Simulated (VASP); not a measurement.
Sn, 1 atom in the cell. The structure is tetragonal, space group I4/mmm (No. 139). The conventional cell has a = 3.789 Å, b = 3.789 Å, c = 3.638 Å, α = 90.00°, β = 90.00°, γ = 90.00°. Sn (site symmetry 4/mmm) has 14 Sn at 3.24 to 3.79 Å within 4.3 Å.  This cell differs from its parent crystal: strain +0.000 along x and y, -0.040 along z.

```yaml
Program: VASP 6.6.1
Task: single point
Functional: PBEsol
Dispersion: D3(BJ)
Potentials_or_basis: VASP PAW PBE potentials, release 64 (Sn_d)
Cutoff: 520 eV
k_mesh: 18 × 18 × 18
Occupations: gaussian, width 0.15 eV
Spin: no spin polarisation
Dipole_correction: no
Further_INCAR_settings: ALGO = Fast; EDIFF = 1e-06; NBANDS = 13
```

Potentials or basis: VASP PAW PBE potentials, release 64 (Sn_d).

Command:

```console
$ cat potpaw_PBE.64/Sn_d/POTCAR > POTCAR
$ mpirun -np 1 vasp_std > vasp.out
```

Hardware: 1 thread of Intel(R) Xeon(R) Platinum 8559C (Emerald Rapids), on a shared host.

Task: How long does it take, and how much memory?

Result: Run time: 51 s on 1 thread of Intel(R) Xeon(R) Platinum 8559C (Emerald Rapids), on a shared host, peak memory 0.26 GiB. Counts: scf iterations 12, k points 480.
